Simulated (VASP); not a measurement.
# ZnSe (F-43m) in VASP: single point with PBE

Aim: the single point of ZnSe with PBE.

Everything below comes from runs of VASP 6.6.1. Logs are shortened: lines on timing, memory, paths and dates and some standing lists are left out, and cuts for length are marked.

## Step 1: The cell of the first run

Symmetry: F-43m, No. 216, cubic system. The conventional cell has a = 5.668 Å, b = 5.668 Å, c = 5.668 Å, α = 90.00°, β = 90.00°, γ = 90.00°. Zn (site symmetry -43m) has 4 Se at 2.45 Å within 3.2 Å. Within 3.2 Å of Se (site symmetry -43m) lie 4 Zn at 2.45 Å.

## Step 2: Single point, PBE

INCAR

```
SYSTEM = ZnSe
ALGO = Normal
EDIFF = 1E-6
ENCUT = 500
GGA = PE
GGA_COMPAT = .FALSE.
ISIF = 2
ISMEAR = 0
LASPH = .TRUE.
LCHARG = .TRUE.
LELF = .TRUE.
LREAL = .FALSE.
LVHAR = .TRUE.
LWAVE = .FALSE.
NBANDS = 86
NELM = 120
PREC = Accurate
SIGMA = 0.05
```

KPOINTS

```
k-points
0
G
  2 2 2
  0 0 0
```

POSCAR

```
ZnSe
1.0
    0.0000000000      5.6676000000      5.6676000000
    5.6676000000      0.0000000000      5.6676000000
    5.6676000000      5.6676000000      0.0000000000
Zn Se
8 8
Direct
    0.0000000000      0.0000000000      0.0000000000
    0.0000000000      0.0000000000      0.5000000000
    0.0000000000      0.5000000000      0.0000000000
    0.0000000000      0.5000000000      0.5000000000
    0.5000000000      0.0000000000      0.0000000000
    0.5000000000      0.0000000000      0.5000000000
    0.5000000000      0.5000000000      0.0000000000
    0.5000000000      0.5000000000      0.5000000000
    0.1250000000      0.1250000000      0.1250000000
    0.1250000000      0.1250000000      0.6250000000
    0.1250000000      0.6250000000      0.1250000000
    0.1250000000      0.6250000000      0.6250000000
    0.6250000000      0.1250000000      0.1250000000
    0.6250000000      0.1250000000      0.6250000000
    0.6250000000      0.6250000000      0.1250000000
    0.6250000000      0.6250000000      0.6250000000
```

Potentials or basis: VASP PAW PBE potentials, release 64 (Zn, Se).

Launch:

```sh
cat potpaw_PBE.64/Zn/POTCAR potpaw_PBE.64/Se/POTCAR > POTCAR
mpirun -np 1 vasp_std > vasp.out
```

OUTCAR:

```text
SYSTEM = ZnSe
   EDIFF = 1E-6
   ENCUT = 500
   GGA = PE
   ISIF = 2
   ISMEAR = 0
   LASPH = .TRUE.
   LREAL = .FALSE.
   NELM = 120
   PREC = Accurate

 ion  position               nearest neighbor table
   1  0.000  0.000  0.000-   9 2.45  10 2.45  11 2.45  13 2.45
   2  0.000  0.000  0.500-   9 2.45  10 2.45  12 2.45  14 2.45
   3  0.000  0.500  0.000-   9 2.45  11 2.45  12 2.45  15 2.45
   4  0.000  0.500  0.500-  10 2.45  11 2.45  12 2.45  16 2.45
   5  0.500  0.000  0.000-   9 2.45  13 2.45  14 2.45  15 2.45
   6  0.500  0.000  0.500-  10 2.45  13 2.45  14 2.45  16 2.45
[... 8 lines left out ...]
  15  0.625  0.625  0.125-   3 2.45   5 2.45   7 2.45   8 2.45
  16  0.625  0.625  0.625-   4 2.45   6 2.45   7 2.45   8 2.45
[... 6 lines left out ...]
 A1 = (   0.0000000000,   5.6676000000,   5.6676000000)
 A2 = (   5.6676000000,   0.0000000000,   5.6676000000)
 A3 = (   5.6676000000,   5.6676000000,   0.0000000000)

Analysis of symmetry for initial positions (statically):
=====================================================================
 Subroutine PRICEL returns following result:

  LATTYP: Found a face centered cubic cell.
 ALAT       =     5.6676000000

  Lattice vectors:

 A1 = (   0.0000000000,   2.8338000000,   2.8338000000)
 A2 = (   2.8338000000,   0.0000000000,   2.8338000000)
 A3 = (   2.8338000000,   2.8338000000,   0.0000000000)

   8 primitive cells build up your supercell.

 Routine SETGRP: Setting up the symmetry group for a
 face centered cubic supercell.

 Subroutine GETGRP returns: Found 24 space group operations
 (whereof 24 operations were pure point group operations)
 out of a pool of 48 trial point group operations.

The static configuration has the point symmetry T_d .

Analysis of symmetry for dynamics (positions and initial velocities):
=====================================================================
 Subroutine PRICEL returns following result:

  LATTYP: Found a face centered cubic cell.
 ALAT       =     5.6676000000

  Lattice vectors:

 A1 = (   0.0000000000,   2.8338000000,   2.8338000000)
 A2 = (   2.8338000000,   0.0000000000,   2.8338000000)
 A3 = (   2.8338000000,   2.8338000000,   0.0000000000)

   8 primitive cells build up your supercell.

 Routine SETGRP: Setting up the symmetry group for a
 face centered cubic supercell.

 Subroutine GETGRP returns: Found 24 space group operations
[... 84 lines left out ...]
   NSW    =      0    number of steps for IOM
   IBRION =     -1    ionic relax: 0-MD 1-quasi-New 2-CG
   NFREE  =      0    steps in history (QN), initial steepest desc. (CG)
   ISIF   =      2    stress and relaxation
   ISYM   =      2    0-nonsym 1-usesym 2-fastsym
   POTIM  = 0.5000    time-step for ionic-motion
   TEBEG  =    0.0;   TEEND  =   0.0 temperature during run
   PSTRESS=    0.0 pullay stress
   NELECT =     144.0000    total number of electrons
   NUPDOWN=      -1.0000    fix difference up-down
   EMIN   =  10.00;   EMAX   =-10.00  energy-range for DOS
   EFERMI =   0.00;   METHOD = LEGACY
   ISMEAR =     0;   SIGMA  =   0.05  broadening in eV -4-tet -1-fermi 0-gaus
   EFERMI_NEDOS =   21; number of points for ismear=-14 and -15
   IALGO  =     38    algorithm
   IMIX   =      4    mixing-type and parameters
     AMIX     =   0.40;   BMIX     =  1.00
     AMIX_MAG =   1.60;   BMIX_MAG =  1.00
  volume/ion in A,a.u.               =      22.76       153.57
  Fermi-wavevector in a.u.,A,eV,Ry     =   1.201673  2.270834 19.647073  1.444019
  Thomas-Fermi vector in A             =   2.337476
   LORBIT       =      0    0 simple, 1 ext, 2 COOP (PROOUT), +10 PAW based schemes
   GGA     = PE    functional components
   LHFCALC =     F    Hartree Fock is set to
   AEXX    =    0.0000 exact exchange contribution
   IVDW    =     0    specifies the selected vdW correction
   LEPSILON=     F    determine dielectric tensor
   LRPA    =     F    only Hartree local field effects (RPA)
 non-spin polarized calculation
 Gauss-broadening in eV      SIGMA  =   0.05
  energy-cutoff  :      500.00
  volume of cell :      364.11
 maximum number of plane-waves:      9305
 NGX is ok and might be reduce to    60
   NGX = 29   NGY = 29   NGZ = 29

 number of electron     144.0000093 magnetization

 Free energy of the ion-electron system (eV)
  ---------------------------------------------------
  ext. energy  EPLUGINS =         0.00000000
  ---------------------------------------------------
  free energy    TOTEN  =       -47.62490713 eV

  energy without entropy =      -47.62490713  energy(sigma->0) =      -47.62490713

 E-fermi :   1.8763     XC(G=0):  -9.3072

 val. band max:        1.6439626946   @ k =   0.0000   0.0000   0.0000
 cond. band min:       2.9217585130   @ k =   0.0000   0.0000   0.0000
 fundamental gap:      1.2777958184
 Fermi energy:         1.8762749497

 k-point     1 :       0.0000    0.0000    0.0000
  band No.  band energies     occupation
      1     -11.6106      2.00000
      2     -10.8179      2.00000
      3     -10.8179      2.00000
      4     -10.8179      2.00000
      5     -10.8179      2.00000
      6     -10.5483      2.00000
[... 250 lines left out ...]
     83       7.1851      0.00000
     84       7.1851      0.00000
 [bands above 84 left out]

------------------------ aborting loop because EDIFF is reached ----------------------------------------

  FORCE on cell =-STRESS in cart. coord.  units (eV):
  Direction    XX          YY          ZZ          XY          YZ          ZX
  --------------------------------------------------------------------------------------
  -------------------------------------------------------------------------------------
  Total        6.0663851      6.0663851      6.0663851      0.0000000      0.0000000      0.0000000
  in kB       26.6939589     26.6939589     26.6939589      0.0000000      0.0000000      0.0000000
  external PRESSURE =      26.6939589 kB  Pullay stress =       0.0000000 kB

 VOLUME and BASIS-vectors are now :
 -----------------------------------------------------------------------------
  energy-cutoff  :      500.00
  volume of cell :      364.11
      direct lattice vectors                 reciprocal lattice vectors
     0.000000000  5.667600000  5.667600000    -0.088220764  0.088220764  0.088220764
     5.667600000  0.000000000  5.667600000     0.088220764 -0.088220764  0.088220764
     5.667600000  5.667600000  0.000000000     0.088220764  0.088220764 -0.088220764

 POSITION                                       TOTAL-FORCE (eV/Angst)
 -----------------------------------------------------------------------------------
      0.00000      0.00000      0.00000         0.000000      0.000000     -0.000000
      2.83380      2.83380      0.00000         0.000000      0.000000     -0.000000
      2.83380      0.00000      2.83380         0.000000      0.000000     -0.000000
      5.66760      2.83380      2.83380         0.000000      0.000000     -0.000000
      0.00000      2.83380      2.83380         0.000000      0.000000     -0.000000
      2.83380      5.66760      2.83380         0.000000      0.000000     -0.000000
[... 8 lines left out ...]
      4.25070      4.25070      7.08450        -0.000000     -0.000000      0.000000
      7.08450      7.08450      7.08450        -0.000000     -0.000000      0.000000
 -----------------------------------------------------------------------------------
    total drift:                               -0.000002     -0.000002     -0.000003

  FREE ENERGIE OF THE ION-ELECTRON SYSTEM (eV)
  ---------------------------------------------------
  free  energy   TOTEN  =       -47.6249071312 eV

  energy  without entropy=      -47.6249071312  energy(sigma->0) =      -47.62490713
```

OSZICAR:

```text
N       E                     dE             d eps       ncg     rms          rms(c)
DAV:   1     0.124478776066E+04    0.12448E+04   -0.62342E+04   516   0.188E+03
DAV:   2     0.155623903288E+03   -0.10892E+04   -0.10489E+04   516   0.461E+02
DAV:   3    -0.377731915725E+02   -0.19340E+03   -0.18627E+03   566   0.169E+02
DAV:   4    -0.498639398164E+02   -0.12091E+02   -0.11973E+02   578   0.410E+01
DAV:   5    -0.500588645437E+02   -0.19492E+00   -0.19445E+00   568   0.500E+00    0.136E+01
DAV:   6    -0.476478987881E+02    0.24110E+01   -0.57212E+00   696   0.347E+01    0.104E+01
DAV:   7    -0.476346003408E+02    0.13298E-01   -0.49023E+00   584   0.647E+00    0.382E+00
DAV:   8    -0.476215814913E+02    0.13019E-01   -0.24726E-01   640   0.403E+00    0.136E+00
DAV:   9    -0.476238141991E+02   -0.22327E-02   -0.50166E-02   608   0.226E+00    0.242E-01
DAV:  10    -0.476240856266E+02   -0.27143E-03   -0.56776E-03   594   0.629E-01    0.148E-01
DAV:  11    -0.476248830266E+02   -0.79740E-03   -0.19985E-03   546   0.160E-01    0.511E-02
DAV:  12    -0.476248969988E+02   -0.13972E-04   -0.25943E-04   620   0.175E-01    0.190E-02
DAV:  13    -0.476249099697E+02   -0.12971E-04   -0.64497E-05   572   0.465E-02    0.948E-03
DAV:  14    -0.476249065745E+02    0.33953E-05   -0.90565E-06   482   0.154E-02    0.336E-03
DAV:  15    -0.476249071312E+02   -0.55669E-06   -0.37178E-06   418   0.760E-03
   1 F= -.47624907E+02 E0= -.47624907E+02  d E =-.445706E-11
```

It took 90 s on 1 thread of Intel Xeon 6975P-C (Granite Rapids), shared host; peak memory 0.49 GiB.

Results:

| Quantity | Value |
| --- | --- |
| Free energy | -47.6249 eV |
| Pressure | 2.7 GPa |
| Band gap on the k mesh | 1.28 eV |

Caveat: the k points lie up to 0.48 Å⁻¹ apart.
